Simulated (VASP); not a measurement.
# TiNi (Pm-3m) in VASP: notebook

Runs on TiNi. Level: LDA. Tasks: single point, relaxation of cell and atoms.

Program: VASP 6.6.1. These are calculated values, not measurements. Logs are shortened: lines on timing, memory, paths and dates and some standing lists are left out, and cuts for length are marked.

**1. The cell of the first run**

Symmetry: Pm-3m, No. 221, cubic system. The conventional cell has a = 2.938 Å, b = 2.938 Å, c = 2.938 Å, α = 90.00°, β = 90.00°, γ = 90.00°. Within 3.4 Å of Ti (site symmetry m-3m) lie 8 Ni at 2.54 Å and 6 Ti at 2.94 Å. Within 3.4 Å of Ni (site symmetry m-3m) lie 8 Ti at 2.54 Å and 6 Ni at 2.94 Å.

**2. Single point, LDA**

Input file INCAR:

```
SYSTEM = TiNi
  PREC = Accurate
  ENCUT = 520
  EDIFF = 1E-7
  ISMEAR = 0
  SIGMA = 0.1
  LREAL = .FALSE.
  LASPH = .TRUE.
  NELM = 100
  ALGO = Normal
  ISIF = 2
  LWAVE = .FALSE.
  LCHARG = .TRUE.
  GGA = CA
  LELF = .TRUE.
  LVHAR = .TRUE.
  NBANDS = 18
```

Input file KPOINTS:

```
regular mesh
0
G
  14 14 14
  0 0 0
```

Input file POSCAR:

```
TiNi
1.0
    2.9383464779      0.0000000000      0.0000000000
    0.0000000000      2.9383464779      0.0000000000
    0.0000000000      0.0000000000      2.9383464779
Ti Ni
1 1
Direct
    0.5000000000      0.5000000000      0.5000000000
    0.0000000000      0.0000000000      0.0000000000
```

Potentials or basis: VASP PAW LDA potentials, release 64 (Ti_sv, Ni).

Launch:

```sh
$ cat potpaw_LDA.64/Ti_sv/POTCAR potpaw_LDA.64/Ni/POTCAR > POTCAR
$ mpirun -np 1 vasp_std > vasp.out
```

OUTCAR:

```text
SYSTEM = TiNi
   PREC = Accurate
   ENCUT = 520
   EDIFF = 1E-7
   ISMEAR = 0
   LREAL = .FALSE.
   LASPH = .TRUE.
   NELM = 100
   ISIF = 2
   GGA = CA

 ion  position               nearest neighbor table
   1  0.500  0.500  0.500-   2 2.54   2 2.54   2 2.54   2 2.54   2 2.54   2 2.54   2 2.54   2 2.54

   2  0.000  0.000  0.000-   1 2.54   1 2.54   1 2.54   1 2.54   1 2.54   1 2.54   1 2.54   1 2.54

  LATTYP: Found a simple cubic cell.
 ALAT       =     2.9383464779

  Lattice vectors:

 A1 = (   2.9383464779,   0.0000000000,   0.0000000000)
 A2 = (   0.0000000000,   2.9383464779,   0.0000000000)
 A3 = (   0.0000000000,   0.0000000000,   2.9383464779)

Analysis of symmetry for initial positions (statically):
=====================================================================
 Subroutine PRICEL returns:
 Original cell was already a primitive cell.

 Routine SETGRP: Setting up the symmetry group for a
 simple cubic supercell.

 Subroutine GETGRP returns: Found 48 space group operations
 (whereof 48 operations were pure point group operations)
 out of a pool of 48 trial point group operations.

The static configuration has the point symmetry O_h .

Analysis of symmetry for dynamics (positions and initial velocities):
=====================================================================
 Subroutine PRICEL returns:
 Original cell was already a primitive cell.

 Routine SETGRP: Setting up the symmetry group for a
 simple cubic supercell.

 Subroutine GETGRP returns: Found 48 space group operations
 (whereof 48 operations were pure point group operations)
 out of a pool of 48 trial point group operations.

The dynamic configuration has the point symmetry O_h .

 Subroutine INISYM returns: Found 48 space group operations
 (whereof 48 operations are pure point group operations),
 and found     1 'primitive' translations

----------------------------------------------------------------------------------------

                                     Primitive cell

  volume of cell :      25.3693

  direct lattice vectors                    reciprocal lattice vectors
     2.938346478  0.000000000  0.000000000     0.340327462  0.000000000  0.000000000
     0.000000000  2.938346478  0.000000000     0.000000000  0.340327462  0.000000000
     0.000000000  0.000000000  2.938346478     0.000000000  0.000000000  0.340327462

  length of vectors
     2.938346478  2.938346478  2.938346478     0.340327462  0.340327462  0.340327462

  position of ions in fractional coordinates (direct lattice)
     0.500000000  0.500000000  0.500000000
     0.000000000  0.000000000  0.000000000

  ion indices of the primitive-cell ions
   primitive index   ion index
                 1           1
                 2           2

----------------------------------------------------------------------------------------

 KPOINTS: regular mesh

Automatic generation of k-mesh.
 Grid dimensions read from file:
 generate k-points for:   14   14   14

 Generating k-lattice:

  Cartesian coordinates                     Fractional coordinates (reciprocal lattice)
     0.024309104  0.000000000  0.000000000     0.071428571  0.000000000  0.000000000
     0.000000000  0.024309104  0.000000000     0.000000000  0.071428571  0.000000000
     0.000000000  0.000000000  0.024309104     0.000000000  0.000000000  0.071428571

  Length of vectors
     0.024309104  0.024309104  0.024309104

  Shift w.r.t. Gamma in fractional coordinates (k-lattice)
     0.000000000  0.000000000  0.000000000

 Subroutine IBZKPT returns following result:
 ===========================================

 Found    120 irreducible k-points:

 Following reciprocal coordinates:
            Coordinates               Weight
  0.000000  0.000000  0.000000      1.000000
  0.071429  0.000000  0.000000      6.000000
  0.142857  0.000000  0.000000      6.000000
  0.214286  0.000000  0.000000      6.000000
  0.285714  0.000000  0.000000      6.000000
  0.357143  0.000000  0.000000      6.000000
[... 16 lines left out ...]
  0.285714  0.214286  0.000000     24.000000
  0.357143  0.214286  0.000000     24.000000
 [... further k-points ...]
   k-points           NKPTS =    120   k-points in BZ     NKDIM =    120   number of bands    NBANDS=     18
   number of dos      NEDOS =    301   number of ions     NIONS =      2
   total plane-waves  NPLWV =  13824
   dimension x,y,z NGX =    24 NGY =   24 NGZ =   24
   dimension x,y,z NGXF=    48 NGYF=   48 NGZF=   48
   ions per type =               1   1
   NGX,Y,Z   is equivalent  to a cutoff of  13.58, 13.58, 13.58 a.u.
   NGXF,Y,Z  is equivalent  to a cutoff of  27.16, 27.16, 27.16 a.u.
 SYSTEM =  TiNi
   PREC   = accura    normal or accurate (medium, high low for compatibility)
   ISTART =      0    job   : 0-new  1-cont  2-samecut
   ICHARG =      2    charge: 1-file 2-atom 10-const
   ISPIN  =      1    spin polarized calculation?
   LNONCOLLINEAR =      F non collinear calculations
   LSORBIT =      F    spin-orbit coupling
   LASPH  =      T    aspherical Exc in radial PAW
   ENCUT  =  520.0 eV  38.22 Ry    6.18 a.u.   5.46  5.46  5.46*2*pi/ulx,y,z
   NELM   =    100;   NELMIN=  2; NELMDL= -5     # of ELM steps
   EDIFF  = 0.1E-06   stopping-criterion for ELM
   LREAL  =      F    real-space projection
   EDIFFG = 0.1E-05   stopping-criterion for IOM
   NSW    =      0    number of steps for IOM
   IBRION =     -1    ionic relax: 0-MD 1-quasi-New 2-CG
   NFREE  =      0    steps in history (QN), initial steepest desc. (CG)
   ISIF   =      2    stress and relaxation
   ISYM   =      2    0-nonsym 1-usesym 2-fastsym
   POTIM  = 0.5000    time-step for ionic-motion
   TEBEG  =    0.0;   TEEND  =   0.0 temperature during run
   PSTRESS=    0.0 pullay stress
   NELECT =      22.0000    total number of electrons
   NUPDOWN=      -1.0000    fix difference up-down
   EMIN   =  10.00;   EMAX   =-10.00  energy-range for DOS
   EFERMI =   0.00;   METHOD = LEGACY
   ISMEAR =     0;   SIGMA  =   0.10  broadening in eV -4-tet -1-fermi 0-gaus
   EFERMI_NEDOS =   21; number of points for ismear=-14 and -15
   IALGO  =     38    algorithm
   IMIX   =      4    mixing-type and parameters
     AMIX     =   0.40;   BMIX     =  1.00
     AMIX_MAG =   1.60;   BMIX_MAG =  1.00
  volume/ion in A,a.u.               =      12.68        85.60
  Fermi-wavevector in a.u.,A,eV,Ry     =   1.561155  2.950155 33.160191  2.437205
  Thomas-Fermi vector in A             =   2.664262
   LORBIT       =      0    0 simple, 1 ext, 2 COOP (PROOUT), +10 PAW based schemes
   GGA     = CA    functional components
   LHFCALC =     F    Hartree Fock is set to
   AEXX    =    0.0000 exact exchange contribution
   IVDW    =     0    specifies the selected vdW correction
   LEPSILON=     F    determine dielectric tensor
   LRPA    =     F    only Hartree local field effects (RPA)
 non-spin polarized calculation
 Gauss-broadening in eV      SIGMA  =   0.10
  energy-cutoff  :      520.00
  volume of cell :       25.37
 maximum number of plane-waves:       707
 NGX is ok and might be reduce to    24
   NGX = 11   NGY = 11   NGZ = 11

 number of electron      21.9999994 magnetization

 Free energy of the ion-electron system (eV)
  ---------------------------------------------------
  ext. energy  EPLUGINS =         0.00000000
  ---------------------------------------------------
  free energy    TOTEN  =       -15.88968569 eV

  energy without entropy =      -15.87490750  energy(sigma->0) =      -15.88229660

 E-fermi :  10.0102     XC(G=0): -13.0979

 val. band max:        9.9935449119   @ k =   0.3571   0.0714   0.0714
 cond. band min:      10.0163092935   @ k =   0.3571   0.0714   0.0000
 fundamental gap:      0.0227643816
 Fermi energy:        10.0102102872

 k-point     1 :       0.0000    0.0000    0.0000
  band No.  band energies     occupation
      1     -46.3712      2.00000
      2     -22.8298      2.00000
      3     -22.8298      2.00000
      4     -22.8298      2.00000
      5       2.0381      2.00000
      6       5.8373      2.00000
[... 10 lines left out ...]
     17      19.0632      0.00000
     18      19.0632      0.00000

 k-point     2 :       0.0714    0.0000    0.0000
  band No.  band energies     occupation
      1     -46.3692      2.00000
      2     -22.8484      2.00000
      3     -22.8285      2.00000
      4     -22.8285      2.00000
      5       2.1432      2.00000
      6       5.8801      2.00000
[... 10 lines left out ...]
     17      19.3118      0.00000
     18      19.3118      0.00000

 k-point     3 :       0.1429    0.0000    0.0000
  band No.  band energies     occupation
      1     -46.3635      2.00000
      2     -22.9001      2.00000
      3     -22.8246      2.00000
      4     -22.8246      2.00000
      5       2.4527      2.00000
      6       6.0056      2.00000
[... 10 lines left out ...]
     17      19.9904      0.00000
     18      19.9904      0.00000

 k-point     4 :       0.2143    0.0000    0.0000
  band No.  band energies     occupation
      1     -46.3552      2.00000
      2     -22.9742      2.00000
      3     -22.8191      2.00000
      4     -22.8191      2.00000
      5       2.9490      2.00000
      6       6.1914      2.00000
[... 375 lines left out ...]
      4     -22.8073      2.00000
      5       3.7412      2.00000
      6       6.3527      2.00000
[... 10 lines left out ...]
     17      18.5448      0.00000
     18      22.2892      0.00000

 k-point    23 :       0.2857    0.2143    0.0000
  band No.  band energies     occupation
      1     -46.3309      2.00000
      2     -23.0379      2.00000
      3     -22.9489      2.00000
      4     -22.8006      2.00000
      5       4.2789      2.00000
      6       6.4094      2.00000
[... 10 lines left out ...]
     17      18.9481      0.00000
     18      23.1867      0.00000

 k-point    24 :       0.3571    0.2143    0.0000
  band No.  band energies     occupation
      1     -46.3229      2.00000
      2     -23.1077      2.00000
      3     -22.9412      2.00000
      4     -22.7945      2.00000
      5       4.8599      2.00000
      6       6.4002      2.00000
[... 10 lines left out ...]
     17      19.7038      0.00000
     18      23.9307      0.00000

 [... further k-points ...]
[... 5 lines left out ...]
  --------------------------------------------------------------------------------------
  -------------------------------------------------------------------------------------
  Total       -0.0051447     -0.0051447     -0.0051447      0.0000000      0.0000000     -0.0000000
  in kB       -0.3249095     -0.3249095     -0.3249095      0.0000000      0.0000000     -0.0000000
  external PRESSURE =      -0.3249095 kB  Pullay stress =       0.0000000 kB

 VOLUME and BASIS-vectors are now :
 -----------------------------------------------------------------------------
  energy-cutoff  :      520.00
  volume of cell :       25.37
      direct lattice vectors                 reciprocal lattice vectors
     2.938346478  0.000000000  0.000000000     0.340327462  0.000000000  0.000000000
     0.000000000  2.938346478  0.000000000     0.000000000  0.340327462  0.000000000
     0.000000000  0.000000000  2.938346478     0.000000000  0.000000000  0.340327462

 POSITION                                       TOTAL-FORCE (eV/Angst)
 -----------------------------------------------------------------------------------
      1.46917      1.46917      1.46917         0.000000      0.000000      0.000000
      0.00000      0.00000      0.00000         0.000000      0.000000      0.000000
 -----------------------------------------------------------------------------------
    total drift:                                0.000000      0.000000     -0.000000

  FREE ENERGIE OF THE ION-ELECTRON SYSTEM (eV)
  ---------------------------------------------------
  free  energy   TOTEN  =       -15.8896856914 eV

  energy  without entropy=      -15.8749074992  energy(sigma->0) =      -15.88229660
```

Wall time 70 s (1 thread of Intel Xeon 8259CL, shared host); peak memory 0.17 GiB.

Results:

```
Free energy            : -15.8897 eV
Pressure               : 0.0 GPa
Band gap on the k mesh : zero (bands 11 and 12 overlap by 1.98 eV)
```

Spin polarisation is off, so any magnetic state and its effect on volume and gap are missing.

**3. Relaxation of cell and atoms, LDA**

This run uses another cell than the first one, of 13.65 Å³/atom.

Input file INCAR:

```
  PREC = Accurate
  ENCUT = 600
  EDIFF = 1E-6
  ISMEAR = 0
  SIGMA = 0.1
  LREAL = False
  LASPH = True
  NELM = 80
  ALGO = Normal
  ISIF = 3
  LWAVE = False
  LCHARG = False
  IBRION = 2
  NSW = 70
  EDIFFG = -0.005
```

Input file KPOINTS:

```
Automatic mesh
0
Gamma
  14 14 14
```

Input file POSCAR:

```
TiNi
1.0
    3.0112878667      0.0000000000      0.0000000000
    0.0000000000      3.0112878667      0.0000000000
    0.0000000000      0.0000000000      3.0112878667
Ti Ni
1 1
Direct
    0.5000000000      0.5000000000      0.5000000000
    0.0000000000      0.0000000000      0.0000000000
```

Potentials or basis: VASP PAW LDA potentials, release 64 (Ti_sv, Ni).

Launch:

```sh
$ cat potpaw_LDA.64/Ti_sv/POTCAR potpaw_LDA.64/Ni/POTCAR > POTCAR
$ mpirun -np 1 vasp_std > vasp.out
```

Wall time 3.4 min (1 thread of Intel Xeon 8259CL, shared host); peak memory 0.19 GiB.

It converged, with:

* Free energy: -15.8904 eV
* Relaxed volume: 12.68 Å³/atom
* Relaxed cell: a = 2.938 Å, b = 2.938 Å, c = 2.938 Å, α = 90.00°, β = 90.00°, γ = 90.00°
* Space group after relaxing (to 0.1 Å): Pm-3m (No. 221)
* Energy gained by relaxing: 38.5 meV/atom
* Ionic steps: 4
* Pressure after relaxing: 0.0 GPa
* Band gap on the k mesh: zero (bands 11 and 12 overlap by 1.99 eV)

The path:
| step | energy change (eV) | largest force (eV/Å) | pressure (GPa) | volume (Å³) |
| --- | --- | --- | --- | --- |
| 1 | 0.0000 | 0.0000 | -11.99 | 27.31 |
| 2 | 0.0186 | 0.0000 | 17.27 | 23.46 |
| 3 | -0.0770 | 0.0000 | -0.16 | 25.39 |
| 4 | -0.0770 | 0.0000 | 0.04 | 25.36 |

Final structure:
```
CELL_PARAMETERS angstrom
2.93779 0.00000 0.00000
0.00000 2.93779 0.00000
0.00000 0.00000 2.93779
ATOMIC_POSITIONS crystal
Ti 0.50000 0.50000 0.50000
Ni 0.00000 0.00000 0.00000
```

Levels at points of the mesh, in eV from the Fermi level:
```tsv
k point	band 7	band 8	band 9	band 10	band 11	band 12	band 13	band 14	band 15
(0.00, 0.00, 0.00)	-4.18	-2.14	-2.14	-2.14	0.46	0.46	2.77	2.77	2.77
(0.50, 0.00, 0.00)	-2.96	-2.24	-2.24	-1.80	-0.84	-0.59	0.65	0.65	2.37
(0.50, 0.50, 0.00)	-2.96	-2.96	-1.37	-0.77	0.64	0.64	0.97	2.46	2.46
(0.50, 0.50, 0.50)	-2.98	-2.29	-2.29	-2.29	-1.34	-1.34	3.33	3.33	6.53
```

Spin polarisation is off, so any magnetic state and its effect on volume and gap are missing.
